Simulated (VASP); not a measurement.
# KAl3O (P4mm) in VASP: notebook

KAl3O is run at these levels: PBE; tasks: single point.

Everything below comes from runs of VASP 6.6.1. Logs are shortened: lines on timing, memory, paths and dates and some standing lists are left out, and cuts for length are marked.

## Step 1: The cell of the first run

Symmetry: P4mm, No. 99, tetragonal system. The conventional cell has a = 3.801 Å, b = 3.801 Å, c = 8.133 Å, α = 90.00°, β = 90.00°, γ = 90.00°. K (site symmetry 4mm) has 4 O at 2.80 Å and 4 Al at 3.66 Å and 4 K at 3.80 Å within 3.9 Å. Within 3.5 Å of Al (site symmetry 2mm) lie 6 Al at 2.69 to 2.74 Å. Al (site symmetry 4mm) has 1 O at 1.68 Å within 2.2 Å. Within 2.2 Å of O (site symmetry 4mm) lie 1 Al at 1.68 Å.

The cell was built from a structure type or drawn by symmetry, and may not be a known phase.

## Step 2: Single point, PBE

File INCAR:

```
SYSTEM = KAl3O
ALGO     = Normal         ! electronic algorithm
EDIFF    = 1E-6           ! SCF threshold, eV
ENCUT    = 910            ! plane-wave cutoff, eV
GGA      = PE             ! functional
GGA_COMPAT= .FALSE.      
ISIF     = 2              ! what is computed and relaxed
ISMEAR   = 0              ! smearing method
LASPH    = .TRUE.         ! aspherical terms in the spheres
LCHARG   = .FALSE.        ! write CHGCAR
LREAL    = .FALSE.        ! projectors in reciprocal space
LWAVE    = .FALSE.        ! write WAVECAR
NBANDS   = 20             ! bands
NELM     = 120            ! most SCF steps
PREC     = Accurate       ! precision mode
SIGMA    = 0.1            ! smearing width, eV
```

File KPOINTS:

```
k-points
0
G
  8 8 8
  0 0 0
```

File POSCAR:

```
KAl3O
1.0
    3.8008879360      0.0000000000      0.0000000000
    0.0000000000      3.8008879360      0.0000000000
    0.0000000000      0.0000000000      8.1326981423
K Al O
1 3 1
Direct
    0.5000000000      0.5000000000     -0.1876842467
    0.0000000000      0.5000000000      0.3608652823
    0.0000000000      0.0000000000      0.1174124288
    0.5000000000      0.0000000000      0.3608652823
    0.0000000000      0.0000000000      0.9102322233
```

Potentials or basis: VASP PAW PBE potentials, release 64 (K_sv, Al, O_h).

Command:

```sh
cat potpaw_PBE.64/K_sv/POTCAR potpaw_PBE.64/Al/POTCAR potpaw_PBE.64/O_h/POTCAR > POTCAR
mpirun -np 1 vasp_std > vasp.out
```

OUTCAR:

```text
SYSTEM = KAl3O
   EDIFF = 1E-6
   ENCUT = 910
   GGA = PE
   ISIF = 2
   ISMEAR = 0
   LASPH = .TRUE.
   LREAL = .FALSE.
   NELM = 120
   PREC = Accurate

 ion  position               nearest neighbor table
   1  0.500  0.500  0.812-
   2  0.000  0.500  0.361-   4 2.69   4 2.69   4 2.69   4 2.69   3 2.74   3 2.74
   3  0.000  0.000  0.117-   5 1.68   4 2.74   2 2.74   2 2.74   4 2.74
   4  0.500  0.000  0.361-   2 2.69   2 2.69   2 2.69   2 2.69   3 2.74   3 2.74
   5  0.000  0.000  0.910-   3 1.68

  LATTYP: Found a simple tetragonal cell.
 ALAT       =     3.8008879360
 C/A-ratio  =     2.1396837474

  Lattice vectors:

 A1 = (   3.8008879360,   0.0000000000,   0.0000000000)
 A2 = (   0.0000000000,   3.8008879360,   0.0000000000)
 A3 = (   0.0000000000,   0.0000000000,   8.1326981423)

Analysis of symmetry for initial positions (statically):
=====================================================================
 Subroutine PRICEL returns:
 Original cell was already a primitive cell.

 Routine SETGRP: Setting up the symmetry group for a
 simple tetragonal supercell.

 Subroutine GETGRP returns: Found  8 space group operations
 (whereof  8 operations were pure point group operations)
 out of a pool of 16 trial point group operations.

The static configuration has the point symmetry C_4v.

Analysis of symmetry for dynamics (positions and initial velocities):
=====================================================================
 Subroutine PRICEL returns:
 Original cell was already a primitive cell.

 Routine SETGRP: Setting up the symmetry group for a
 simple tetragonal supercell.

 Subroutine GETGRP returns: Found  8 space group operations
 (whereof  8 operations were pure point group operations)
 out of a pool of 16 trial point group operations.

The dynamic configuration has the point symmetry C_4v.

 Subroutine INISYM returns: Found  8 space group operations
 (whereof  8 operations are pure point group operations),
 and found     1 'primitive' translations

----------------------------------------------------------------------------------------

                                     Primitive cell

  volume of cell :     117.4910

[... 92 lines left out ...]
   ENCUT  =  910.0 eV  66.88 Ry    8.18 a.u.   9.35  9.35 20.00*2*pi/ulx,y,z
   NELM   =    120;   NELMIN=  2; NELMDL= -5     # of ELM steps
   EDIFF  = 0.1E-05   stopping-criterion for ELM
   LREAL  =      F    real-space projection
   EDIFFG = 0.1E-04   stopping-criterion for IOM
   NSW    =      0    number of steps for IOM
   IBRION =     -1    ionic relax: 0-MD 1-quasi-New 2-CG
   NFREE  =      0    steps in history (QN), initial steepest desc. (CG)
   ISIF   =      2    stress and relaxation
   ISYM   =      2    0-nonsym 1-usesym 2-fastsym
   POTIM  = 0.5000    time-step for ionic-motion
   TEBEG  =    0.0;   TEEND  =   0.0 temperature during run
   PSTRESS=    0.0 pullay stress
   NELECT =      24.0000    total number of electrons
   NUPDOWN=      -1.0000    fix difference up-down
   EMIN   =  10.00;   EMAX   =-10.00  energy-range for DOS
   EFERMI =   0.00;   METHOD = LEGACY
   ISMEAR =     0;   SIGMA  =   0.10  broadening in eV -4-tet -1-fermi 0-gaus
   EFERMI_NEDOS =   21; number of points for ismear=-14 and -15
   IALGO  =     38    algorithm
   IMIX   =      4    mixing-type and parameters
     AMIX     =   0.40;   BMIX     =  1.00
     AMIX_MAG =   1.60;   BMIX_MAG =  1.00
  volume/ion in A,a.u.               =      23.50       158.57
  Fermi-wavevector in a.u.,A,eV,Ry     =   0.964148  1.821975 12.647719  0.929581
  Thomas-Fermi vector in A             =   2.093754
   LORBIT       =      0    0 simple, 1 ext, 2 COOP (PROOUT), +10 PAW based schemes
   GGA     = PE    functional components
   LHFCALC =     F    Hartree Fock is set to
   AEXX    =    0.0000 exact exchange contribution
   IVDW    =     0    specifies the selected vdW correction
   LEPSILON=     F    determine dielectric tensor
   LRPA    =     F    only Hartree local field effects (RPA)
 non-spin polarized calculation
 Gauss-broadening in eV      SIGMA  =   0.10
  energy-cutoff  :      910.00
  volume of cell :      117.49
 maximum number of plane-waves:      7359
 NGX is ok and might be reduce to    40
   NGX = 19   NGY = 19   NGZ = 41

 number of electron      23.9999997 magnetization

 Free energy of the ion-electron system (eV)
  ---------------------------------------------------
  ext. energy  EPLUGINS =         0.00000000
  ---------------------------------------------------
  free energy    TOTEN  =       -20.23367293 eV

  energy without entropy =      -20.22359864  energy(sigma->0) =      -20.22863578

 E-fermi :   2.7711     XC(G=0):  -8.2021

 val. band max:        2.6749924831   @ k =   0.3750   0.1250   0.0000
 cond. band min:       2.7955408765   @ k =   0.5000   0.2500   0.0000
 fundamental gap:      0.1205483934
 Fermi energy:         2.7711223265

 k-point     1 :       0.0000    0.0000    0.0000
  band No.  band energies     occupation
      1     -27.0468      2.00000
      2     -14.4566      2.00000
      3     -10.6328      2.00000
      4     -10.3913      2.00000
      5     -10.3913      2.00000
      6      -6.1691      2.00000
[... 541 lines left out ...]
     19       8.9547      0.00000
     20       9.0775      0.00000

 [... further k-points ...]

------------------------ aborting loop because EDIFF is reached ----------------------------------------

  FORCE on cell =-STRESS in cart. coord.  units (eV):
  Direction    XX          YY          ZZ          XY          YZ          ZX
  --------------------------------------------------------------------------------------
  -------------------------------------------------------------------------------------
  Total       -0.0255676     -0.0255676      0.0409454      0.0000000      0.0000000      0.0000000
  in kB       -0.3486553     -0.3486553      0.5583556      0.0000000      0.0000000      0.0000000
  external PRESSURE =      -0.0463183 kB  Pullay stress =       0.0000000 kB

 VOLUME and BASIS-vectors are now :
 -----------------------------------------------------------------------------
  energy-cutoff  :      910.00
  volume of cell :      117.49
      direct lattice vectors                 reciprocal lattice vectors
     3.800887936  0.000000000  0.000000000     0.263096418  0.000000000  0.000000000
     0.000000000  3.800887936  0.000000000     0.000000000  0.263096418  0.000000000
     0.000000000  0.000000000  8.132698142     0.000000000  0.000000000  0.122960423

 POSITION                                       TOTAL-FORCE (eV/Angst)
 -----------------------------------------------------------------------------------
      1.90044      1.90044      6.60632        -0.000000     -0.000000     -0.009243
      0.00000      1.90044      2.93481         0.000000      0.000000      0.001339
      0.00000      0.00000      0.95488        -0.000000      0.000000      0.040274
      1.90044      0.00000      2.93481        -0.000000      0.000000      0.001339
      0.00000      0.00000      7.40264         0.000000      0.000000     -0.033710
 -----------------------------------------------------------------------------------
    total drift:                               -0.000000      0.000000      0.001721

  FREE ENERGIE OF THE ION-ELECTRON SYSTEM (eV)
  ---------------------------------------------------
  free  energy   TOTEN  =       -20.2336729258 eV

  energy  without entropy=      -20.2235986361  energy(sigma->0) =      -20.22863578
```

OSZICAR:

```text
N       E                     dE             d eps       ncg     rms          rms(c)
DAV:   1     0.153446857046E+03    0.15345E+03   -0.13322E+04  3000   0.155E+03
DAV:   2     0.978787148402E+00   -0.15247E+03   -0.14507E+03  3692   0.285E+02
DAV:   3    -0.226507613482E+02   -0.23630E+02   -0.23403E+02  3996   0.846E+01
DAV:   4    -0.240234567316E+02   -0.13727E+01   -0.13705E+01  5144   0.171E+01
DAV:   5    -0.240363755142E+02   -0.12919E-01   -0.12917E-01  3968   0.173E+00    0.104E+01
DAV:   6    -0.204272903411E+02    0.36091E+01   -0.16226E+01  3708   0.219E+01    0.565E+00
DAV:   7    -0.203120874518E+02    0.11520E+00   -0.17579E+00  3368   0.708E+00    0.295E+00
DAV:   8    -0.202339028947E+02    0.78185E-01   -0.25377E-01  3840   0.310E+00    0.960E-01
DAV:   9    -0.202313818560E+02    0.25210E-02   -0.54563E-02  4248   0.125E+00    0.307E-01
DAV:  10    -0.202327931453E+02   -0.14113E-02   -0.13115E-02  3456   0.600E-01    0.109E-01
DAV:  11    -0.202333973265E+02   -0.60418E-03   -0.18758E-03  3452   0.251E-01    0.649E-02
DAV:  12    -0.202336565963E+02   -0.25927E-03   -0.47633E-04  3424   0.130E-01    0.297E-02
DAV:  13    -0.202336727271E+02   -0.16131E-04   -0.16127E-04  4176   0.726E-02    0.177E-02
DAV:  14    -0.202336726643E+02    0.62730E-07   -0.33455E-05  3648   0.347E-02    0.333E-03
DAV:  15    -0.202336729258E+02   -0.26148E-06   -0.25380E-06  3688   0.975E-03
   1 F= -.20233673E+02 E0= -.20228636E+02  d E =-.100743E-01
```

stdout:

```text
POSCAR found type information on POSCAR K AlO
 POSCAR found :  3 types and       5 ions
 scaLAPACK will be used
 LDA part: xc-table for (Slater+PW92), standard interpolation
 POSCAR, INCAR and KPOINTS ok, starting setup
 FFT: planning ... GRIDC
 FFT: planning ... GRID_SOFT
 FFT: planning ... GRID
 WAVECAR not read
 entering main loop
```

It took 4.9 min on 1 thread of Intel Xeon Platinum 8488C (Sapphire Rapids), shared host; peak memory 0.62 GiB.

Results:

- Free energy: -20.2337 eV
- Pressure: 0.0 GPa
- Largest force: 0.040 eV/Å
- Band gap on the k mesh: zero (bands 12 and 13 overlap by 1.47 eV)

Forces in eV/Å, atoms in the order of the input:
```
K    0.000  0.000 -0.009
Al   0.000  0.000  0.001
Al   0.000  0.000  0.040
Al   0.000  0.000  0.001
O    0.000  0.000 -0.034
```

Stress tensor (GPa, compression positive):
```
-0.03  0.00  0.00
 0.00 -0.03  0.00
 0.00  0.00  0.06
```

Caveat: the cutoff is under 1.25 times the usual one of these potentials, so pressure, stress and relaxed cells hold a basis-set (Pulay) error.

## Step 3: Single point, PBE

File INCAR:

```
SYSTEM = KAl3O
PREC = Accurate
ENCUT = 910
EDIFF = 1E-6
ISMEAR = 0
SIGMA = 0.1
LREAL = .FALSE.
LASPH = .TRUE.
NELM = 120
ALGO = Normal
ISIF = 2
LWAVE = .FALSE.
LCHARG = .FALSE.
GGA = PE
NBANDS = 20
GGA_COMPAT = .FALSE.
```

File KPOINTS:

```
Automatic mesh
0
G
  10 10 6
  0 0 0
```

File POSCAR:

```
KAl3O
1.0
    3.8043780836      0.0000000000      0.0000000000
    0.0000000000      3.8043780836      0.0000000000
    0.0000000000      0.0000000000      8.1311305659
K Al O
1 3 1
Direct
    0.5000000000      0.5000000000     -0.1874150637
    0.0000000000      0.5000000000      0.3606612013
    0.0000000000      0.0000000000      0.1175116204
    0.5000000000      0.0000000000      0.3606612013
    0.0000000000      0.0000000000      0.9102720107
```

Potentials or basis: VASP PAW PBE potentials, release 64 (K_sv, Al, O_h).

Command:

```sh
cat potpaw_PBE.64/K_sv/POTCAR potpaw_PBE.64/Al/POTCAR potpaw_PBE.64/O_h/POTCAR > POTCAR
mpirun -np 1 vasp_std > vasp.out
```

OUTCAR:

```text
SYSTEM = KAl3O
   PREC = Accurate
   ENCUT = 910
   EDIFF = 1E-6
   ISMEAR = 0
   LREAL = .FALSE.
   LASPH = .TRUE.
   NELM = 120
   ISIF = 2
   GGA = PE

 ion  position               nearest neighbor table
   1  0.500  0.500  0.813-
   2  0.000  0.500  0.361-   4 2.69   4 2.69   4 2.69   4 2.69   3 2.74   3 2.74
   3  0.000  0.000  0.118-   5 1.69   4 2.74   2 2.74   2 2.74   4 2.74
   4  0.500  0.000  0.361-   2 2.69   2 2.69   2 2.69   2 2.69   3 2.74   3 2.74
   5  0.000  0.000  0.910-   3 1.69

  LATTYP: Found a simple tetragonal cell.
 ALAT       =     3.8043780836
 C/A-ratio  =     2.1373087499

  Lattice vectors:

 A1 = (   3.8043780836,   0.0000000000,   0.0000000000)
 A2 = (   0.0000000000,   3.8043780836,   0.0000000000)
 A3 = (   0.0000000000,   0.0000000000,   8.1311305659)

Analysis of symmetry for initial positions (statically):
=====================================================================
 Subroutine PRICEL returns:
 Original cell was already a primitive cell.

 Routine SETGRP: Setting up the symmetry group for a
 simple tetragonal supercell.

 Subroutine GETGRP returns: Found  8 space group operations
 (whereof  8 operations were pure point group operations)
 out of a pool of 16 trial point group operations.

The static configuration has the point symmetry C_4v.

Analysis of symmetry for dynamics (positions and initial velocities):
=====================================================================
 Subroutine PRICEL returns:
 Original cell was already a primitive cell.

 Routine SETGRP: Setting up the symmetry group for a
 simple tetragonal supercell.

 Subroutine GETGRP returns: Found  8 space group operations
 (whereof  8 operations were pure point group operations)
 out of a pool of 16 trial point group operations.

The dynamic configuration has the point symmetry C_4v.

 Subroutine INISYM returns: Found  8 space group operations
[... 123 lines left out ...]
     AMIX_MAG =   1.60;   BMIX_MAG =  1.00
  volume/ion in A,a.u.               =      23.54       158.83
  Fermi-wavevector in a.u.,A,eV,Ry     =   0.963620  1.820978 12.633874  0.928564
  Thomas-Fermi vector in A             =   2.093181
   LORBIT       =      0    0 simple, 1 ext, 2 COOP (PROOUT), +10 PAW based schemes
   GGA     = PE    functional components
   LHFCALC =     F    Hartree Fock is set to
   AEXX    =    0.0000 exact exchange contribution
   IVDW    =     0    specifies the selected vdW correction
   LEPSILON=     F    determine dielectric tensor
   LRPA    =     F    only Hartree local field effects (RPA)
 non-spin polarized calculation
 Gauss-broadening in eV      SIGMA  =   0.10
  energy-cutoff  :      910.00
  volume of cell :      117.68
 maximum number of plane-waves:      7364
 NGX is ok and might be reduce to    40
   NGX = 19   NGY = 19   NGZ = 39

 number of electron      23.9999997 magnetization

 Free energy of the ion-electron system (eV)
  ---------------------------------------------------
  ext. energy  EPLUGINS =         0.00000000
  ---------------------------------------------------
  free energy    TOTEN  =       -20.24486911 eV

  energy without entropy =      -20.23377407  energy(sigma->0) =      -20.23932159

 E-fermi :   2.6439     XC(G=0):  -8.1957

 val. band max:        2.6425005301   @ k =   0.4000   0.1000   0.5000
 cond. band min:       2.7202834337   @ k =   0.5000   0.4000   0.5000
 fundamental gap:      0.0777829035
 Fermi energy:         2.6439198227

 k-point     1 :       0.0000    0.0000    0.0000
  band No.  band energies     occupation
      1     -27.0599      2.00000
      2     -14.4734      2.00000
      3     -10.6452      2.00000
      4     -10.4058      2.00000
      5     -10.4058      2.00000
      6      -6.1680      2.00000
[... 541 lines left out ...]
     19       8.6628      0.00000
     20       9.0760      0.00000

 [... further k-points ...]

------------------------ aborting loop because EDIFF is reached ----------------------------------------

  FORCE on cell =-STRESS in cart. coord.  units (eV):
  Direction    XX          YY          ZZ          XY          YZ          ZX
  --------------------------------------------------------------------------------------
  -------------------------------------------------------------------------------------
  Total       -0.0225760     -0.0225760      0.0084903      0.0000000     -0.0000000      0.0000000
  in kB       -0.3073544     -0.3073544      0.1155885      0.0000000     -0.0000000      0.0000000
  external PRESSURE =      -0.1663735 kB  Pullay stress =       0.0000000 kB

 VOLUME and BASIS-vectors are now :
 -----------------------------------------------------------------------------
  energy-cutoff  :      910.00
  volume of cell :      117.68
      direct lattice vectors                 reciprocal lattice vectors
     3.804378084  0.000000000  0.000000000     0.262855052  0.000000000  0.000000000
     0.000000000  3.804378084  0.000000000     0.000000000  0.262855052  0.000000000
     0.000000000  0.000000000  8.131130566     0.000000000  0.000000000  0.122984128

 POSITION                                       TOTAL-FORCE (eV/Angst)
 -----------------------------------------------------------------------------------
      1.90219      1.90219      6.60723         0.000000     -0.000000     -0.010112
      0.00000      1.90219      2.93258         0.000000      0.000000     -0.003268
      0.00000      0.00000      0.95550         0.000000      0.000000      0.052374
      1.90219      0.00000      2.93258         0.000000      0.000000     -0.003268
      0.00000      0.00000      7.40154         0.000000      0.000000     -0.035726
 -----------------------------------------------------------------------------------
    total drift:                               -0.000000     -0.000000      0.001718

  FREE ENERGIE OF THE ION-ELECTRON SYSTEM (eV)
  ---------------------------------------------------
  free  energy   TOTEN  =       -20.2448691143 eV

  energy  without entropy=      -20.2337740717  energy(sigma->0) =      -20.23932159
```

Wall time 5 min (1 thread of Intel Xeon 6975P-C (Granite Rapids), shared host); peak memory 0.65 GiB.

Results:

* Free energy: -20.2449 eV
* Pressure: 0.0 GPa
* Largest force: 0.052 eV/Å
* Band gap on the k mesh: zero (bands 12 and 13 overlap by 1.48 eV)

Forces in eV/Å, atoms in the order of the input:
```
K    0.000  0.000 -0.010
Al   0.000  0.000 -0.003
Al   0.000  0.000  0.052
Al   0.000  0.000 -0.003
O    0.000  0.000 -0.036
```

Caveat: the cutoff is under 1.25 times the usual one of these potentials, so pressure, stress and relaxed cells hold a basis-set (Pulay) error.
